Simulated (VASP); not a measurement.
# C (P6/mmm) in VASP: further runs

C is run at these levels: PBE; tasks: single point.

All numbers are computed with VASP 6.6.1; they aren't measurements. Logs are shortened: lines on timing, memory, paths and dates and some standing lists are left out, and cuts for length are marked.

## (1) The cell of the first run

Symmetry: P6/mmm, No. 191, hexagonal system. The conventional cell has a = 1.864 Å, b = 1.864 Å, c = 1.527 Å, α = 90.00°, β = 90.00°, γ = 120.00°. C (site symmetry 6/mmm) has 8 C at 1.53 to 1.86 Å within 2.0 Å.

## (2) Single point, PBE

Contents of INCAR:

```
SYSTEM = C
ALGO = Normal
EDIFF = 1E-6
ENCUT = 520
GGA = PE
ISIF = 2
ISMEAR = -1
LASPH = .True.
LCHARG = .False.
LREAL = .False.
LWAVE = .False.
NBANDS = 8
NELM = 100
PREC = Accurate
SIGMA = 0.1
```

Contents of KPOINTS:

```
k-points
0
Gamma
  24 24 22
  0 0 0
```

Contents of POSCAR:

```
C
1.0
    1.8644255200      0.0000000000      0.0000000000
   -0.9322127600      1.6146398638      0.0000000000
    0.0000000000      0.0000000000      1.5272833198
C
1
Direct
    0.0000000000      0.0000000000      0.0000000000
```

Potentials or basis: VASP PAW PBE potentials, release 64 (C).

The run is started by

```sh
$ cat potpaw_PBE.64/C/POTCAR > POTCAR
$ mpirun -np 1 vasp_std > vasp.out
```

OUTCAR:

```text
SYSTEM = C
   EDIFF = 1E-6
   ENCUT = 520
   GGA = PE
   ISIF = 2
   ISMEAR = -1
   LASPH = .True.
   LREAL = .False.
   NELM = 100
   PREC = Accurate

 ion  position               nearest neighbor table
   1  0.000  0.000  0.000-

  LATTYP: Found a hexagonal cell.
 ALAT       =     1.8644255200
 C/A-ratio  =     0.8191710012

  Lattice vectors:

 A1 = (   1.8644255200,   0.0000000000,   0.0000000000)
 A2 = (  -0.9322127600,   1.6146398638,   0.0000000000)
 A3 = (   0.0000000000,   0.0000000000,   1.5272833198)

Analysis of symmetry for initial positions (statically):
=====================================================================
 Subroutine PRICEL returns:
 Original cell was already a primitive cell.

 Routine SETGRP: Setting up the symmetry group for a
 hexagonal supercell.

 Subroutine GETGRP returns: Found 24 space group operations
 (whereof 24 operations were pure point group operations)
 out of a pool of 24 trial point group operations.

The static configuration has the point symmetry D_6h.

Analysis of symmetry for dynamics (positions and initial velocities):
=====================================================================
 Subroutine PRICEL returns:
 Original cell was already a primitive cell.

 Routine SETGRP: Setting up the symmetry group for a
 hexagonal supercell.

 Subroutine GETGRP returns: Found 24 space group operations
 (whereof 24 operations were pure point group operations)
 out of a pool of 24 trial point group operations.

The dynamic configuration has the point symmetry D_6h.

 Subroutine INISYM returns: Found 24 space group operations
 (whereof 24 operations are pure point group operations),
 and found     1 'primitive' translations

----------------------------------------------------------------------------------------

                                     Primitive cell

  volume of cell :       4.5977

  direct lattice vectors                    reciprocal lattice vectors
     1.864425520  0.000000000  0.000000000     0.536358245  0.309666577  0.000000000
    -0.932212760  1.614639864  0.000000000     0.000000000  0.619333154  0.000000000
     0.000000000  0.000000000  1.527283320     0.000000000  0.000000000  0.654757364

  length of vectors
     1.864425520  1.864425520  1.527283320     0.619333154  0.619333154  0.654757364

  position of ions in fractional coordinates (direct lattice)
     0.000000000  0.000000000  0.000000000

[... 71 lines left out ...]
   LSORBIT =      F    spin-orbit coupling
   LASPH  =      T    aspherical Exc in radial PAW
   ENCUT  =  520.0 eV  38.22 Ry    6.18 a.u.   3.47  3.47  2.84*2*pi/ulx,y,z
   NELM   =    100;   NELMIN=  2; NELMDL= -5     # of ELM steps
   EDIFF  = 0.1E-05   stopping-criterion for ELM
   LREAL  =      F    real-space projection
   EDIFFG = 0.1E-04   stopping-criterion for IOM
   NSW    =      0    number of steps for IOM
   IBRION =     -1    ionic relax: 0-MD 1-quasi-New 2-CG
   NFREE  =      0    steps in history (QN), initial steepest desc. (CG)
   ISIF   =      2    stress and relaxation
   ISYM   =      2    0-nonsym 1-usesym 2-fastsym
   POTIM  = 0.5000    time-step for ionic-motion
   TEBEG  =    0.0;   TEEND  =   0.0 temperature during run
   PSTRESS=    0.0 pullay stress
   NELECT =       4.0000    total number of electrons
   NUPDOWN=      -1.0000    fix difference up-down
   EMIN   =  10.00;   EMAX   =-10.00  energy-range for DOS
   EFERMI =   0.00;   METHOD = LEGACY
   ISMEAR =    -1;   SIGMA  =   0.10  broadening in eV -4-tet -1-fermi 0-gaus
   EFERMI_NEDOS =   21; number of points for ismear=-14 and -15
   IALGO  =     38    algorithm
   IMIX   =      4    mixing-type and parameters
     AMIX     =   0.40;   BMIX     =  1.00
     AMIX_MAG =   1.60;   BMIX_MAG =  1.00
  volume/ion in A,a.u.               =       4.60        31.03
  Fermi-wavevector in a.u.,A,eV,Ry     =   1.562841  2.953341 33.231838  2.442471
  Thomas-Fermi vector in A             =   2.665700
   LORBIT       =      0    0 simple, 1 ext, 2 COOP (PROOUT), +10 PAW based schemes
   GGA     = PE    functional components
   LHFCALC =     F    Hartree Fock is set to
   AEXX    =    0.0000 exact exchange contribution
   IVDW    =     0    specifies the selected vdW correction
   LEPSILON=     F    determine dielectric tensor
   LRPA    =     F    only Hartree local field effects (RPA)
 non-spin polarized calculation
  energy-cutoff  :      520.00
  volume of cell :        4.60
 maximum number of plane-waves:       137
 NGX is ok and might be reduce to    14
   NGX =  7   NGY =  7   NGZ =  5

 number of electron       4.0000000 magnetization

 Free energy of the ion-electron system (eV)
  ---------------------------------------------------
  ext. energy  EPLUGINS =         0.00000000
  ---------------------------------------------------
  free energy    TOTEN  =        -6.03465596 eV

  energy without entropy =       -6.03034112  energy(sigma->0) =       -6.03249854

 E-fermi :  14.2430     XC(G=0): -14.8764

 val. band max:       14.2039680559   @ k =   0.3333   0.2500   0.3636
 cond. band min:      14.2784453296   @ k =   0.1667   0.1667   0.1364
 fundamental gap:      0.0744772737
 Fermi energy:        14.2430178147

 k-point     1 :       0.0000    0.0000    0.0000
  band No.  band energies     occupation
      1     -11.0618      2.00000
      2      23.4429      0.00000
      3      23.4429      0.00000
      4      31.7590      0.00000
      5      44.5493      0.00000
      6      47.4619      0.00000
      7      47.4619      0.00000
      8      52.7021      0.00000
[... 243 lines left out ...]
 k-point    24 :       0.4583    0.0417    0.0000
  band No.  band energies     occupation
      1      -0.3496      2.00000
      2       1.8401      2.00000
      3      17.3634      0.00000
      4      34.3157      0.00000
      5      35.0814      0.00000
      6      56.3703      0.00000
      7      65.5170      0.00000
      8      68.0276      0.00000

 [... further k-points ...]
[... 5 lines left out ...]
  --------------------------------------------------------------------------------------
  -------------------------------------------------------------------------------------
  Total        2.7661202      2.7661202      2.7891963      0.0000000      0.0000000      0.0000000
  in kB      963.9207166    963.9207166    971.9621156      0.0000000      0.0000000      0.0000000
  external PRESSURE =     966.6011829 kB  Pullay stress =       0.0000000 kB

 VOLUME and BASIS-vectors are now :
 -----------------------------------------------------------------------------
  energy-cutoff  :      520.00
  volume of cell :        4.60
      direct lattice vectors                 reciprocal lattice vectors
     1.864425520  0.000000000  0.000000000     0.536358245  0.309666577  0.000000000
    -0.932212760  1.614639864  0.000000000     0.000000000  0.619333154  0.000000000
     0.000000000  0.000000000  1.527283320     0.000000000  0.000000000  0.654757364

 POSITION                                       TOTAL-FORCE (eV/Angst)
 -----------------------------------------------------------------------------------
      0.00000      0.00000      0.00000         0.000000      0.000000      0.000000
 -----------------------------------------------------------------------------------
    total drift:                                0.000000      0.000000      0.000000

  FREE ENERGIE OF THE ION-ELECTRON SYSTEM (eV)
  ---------------------------------------------------
  free  energy   TOTEN  =        -6.0346559621 eV

  energy  without entropy=       -6.0303411154  energy(sigma->0) =       -6.03249854
```

OSZICAR:

```text
N       E                     dE             d eps       ncg     rms          rms(c)
DAV:   1    -0.455550888154E+01   -0.45555E+01   -0.28287E+03 13336   0.514E+02
DAV:   2    -0.611666623783E+01   -0.15612E+01   -0.15071E+01 15624   0.306E+01
DAV:   3    -0.611887595787E+01   -0.22097E-02   -0.22094E-02 13352   0.119E+00
DAV:   4    -0.611887617172E+01   -0.21384E-06   -0.21377E-06 17032   0.102E-02
DAV:   5    -0.611887617030E+01    0.14160E-08   -0.17590E-10 13448   0.411E-05    0.300E+00
DAV:   6    -0.605727662057E+01    0.61600E-01   -0.37325E-02 12952   0.128E+00    0.181E+00
DAV:   7    -0.603452902318E+01    0.22748E-01   -0.52763E-02 13296   0.155E+00    0.276E-01
DAV:   8    -0.603465222664E+01   -0.12320E-03   -0.52750E-04 12720   0.223E-01    0.223E-02
DAV:   9    -0.603465550272E+01   -0.32761E-05   -0.41225E-06 16328   0.173E-02    0.115E-02
DAV:  10    -0.603465596205E+01   -0.45933E-06   -0.22621E-07  7312   0.407E-03
   1 F= -.60346560E+01 E0= -.60324985E+01  d E =-.431485E-02
```

stdout:

```text
POSCAR found type information on POSCAR C
 POSCAR found :  1 types and       1 ions
 scaLAPACK will be used
 LDA part: xc-table for (Slater+PW92), standard interpolation
 POSCAR, INCAR and KPOINTS ok, starting setup
 FFT: planning ... GRIDC
 FFT: planning ... GRID_SOFT
 FFT: planning ... GRID
 WAVECAR not read
 entering main loop
```

Run time: 18 s. Hardware: 1 thread of AMD EPYC 7R43 (Zen 3), shared host; peak memory 0.09 GiB.

What came out:

```yaml
Free_energy: -6.0347 eV
Pressure: 96.7 GPa
Band_gap_on_the_k_mesh: zero (band 2 reaches 24.24 eV, above the bottom of band 3 at 4.46 eV)
```

## (3) Single point, PBE

Contents of INCAR:

```
SYSTEM = C
PREC = Accurate
ENCUT = 520
EDIFF = 1E-6
ISMEAR = -1
SIGMA = 0.1
LREAL = .FALSE.
LASPH = .TRUE.
NELM = 100
ALGO = Normal
ISIF = 2
LWAVE = .FALSE.
LCHARG = .FALSE.
GGA = PE
NBANDS = 8
```

Contents of KPOINTS:

```
regular mesh
0
G
  24 24 22
  0 0 0
```

Contents of POSCAR:

```
C
1.0
    1.8641748728      0.0000000000      0.0000000000
   -0.9320874364      1.6144227970      0.0000000000
    0.0000000000      0.0000000000      1.5273426991
C
1
Direct
    0.0000000000      0.0000000000      0.0000000000
```

Potentials or basis: VASP PAW PBE potentials, release 64 (C).

The run is started by

```sh
$ cat potpaw_PBE.64/C/POTCAR > POTCAR
$ mpirun -np 1 vasp_std > vasp.out
```

It took 13 s on 1 thread of AMD EPYC 7R43 (Zen 3), shared host; peak memory 0.08 GiB.

The run converged. Its results:

| Property | Result |
| --- | --- |
| Free energy | -6.0340 eV |
| Pressure | 96.8 GPa |
| Band gap on the k mesh | zero (band 2 reaches 24.25 eV, above the bottom of band 3 at 4.46 eV) |

Stress tensor (GPa, compression positive):
```
96.62  0.00  0.00
 0.00 96.62  0.00
 0.00  0.00 97.12
```

Levels at points of the mesh, in eV from the Fermi level:
| k point | band 1 | band 2 | band 3 | band 4 | band 5 |
| --- | --- | --- | --- | --- | --- |
| (0.00, 0.00, 0.00) | -25.31 | 9.20 | 9.20 | 17.51 | 30.31 |
| (0.50, 0.00, 0.00) | -14.12 | -13.03 | 3.58 | 19.49 | 20.84 |
| (0.00, 0.00, 0.50) | -14.38 | -10.53 | 15.09 | 15.09 | 32.59 |
| (0.50, 0.00, 0.50) | -7.36 | -4.09 | 3.05 | 9.70 | 10.66 |
